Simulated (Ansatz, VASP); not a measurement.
**One calculation of CdTe, two programs**

```xyz
2
Lattice="0.0000 3.1796 3.2779 3.1796 0.0000 3.2779 3.1796 3.1796 0.0000" Properties=species:S:1:pos:R:3 pbc="T T T"
Cd    0.0000    0.0000    0.0000
Te    4.7693    4.7693    4.9168
```

Change from the starting cell: strain -0.030 along x and y, +0.000 along z, atoms carried along.

Alike in both runs: task single point; functional r2SCAN; k mesh 8 × 8 × 8; occupations gaussian, width 0.05 eV; no spin polarisation.

|  | VASP | Ansatz |
| --- | --- | --- |
| version | VASP 6.6.1 | Ansatz 0.2.0 |
| potentials or method | VASP PAW PBE potentials, release 64 (Cd, Te), cutoff 520 eV | scalar-relativistic, plane waves, PAW |
| valence electrons in the cell | 18 | 36 |

Ansatz gave:

| Quantity | Value |
| --- | --- |
| gap on the k mesh at the Fermi level (eV) | 1.33 |
| least direct gap on the mesh (eV) | 1.33 |
| pressure (GPa) | 2.9 |
| traceless stress, the component that is largest in VASP (GPa) | -0.32 |

Which values does VASP return?

gap on the k mesh at the Fermi level (eV): 1.32; least direct gap on the mesh (eV): 1.32; pressure (GPa): 3.0; traceless stress, the component that is largest in VASP (GPa): -0.32.

VASP's potentials were made for PBE, not for r2SCAN. With one functional, cell and mesh, what is left measures potentials, basis and numerics. VASP's potentials hold 18 valence electrons a cell and Ansatz's 36, so a difference there can come from the potentials and not from the codes.

Neither program's run includes spin-orbit coupling.
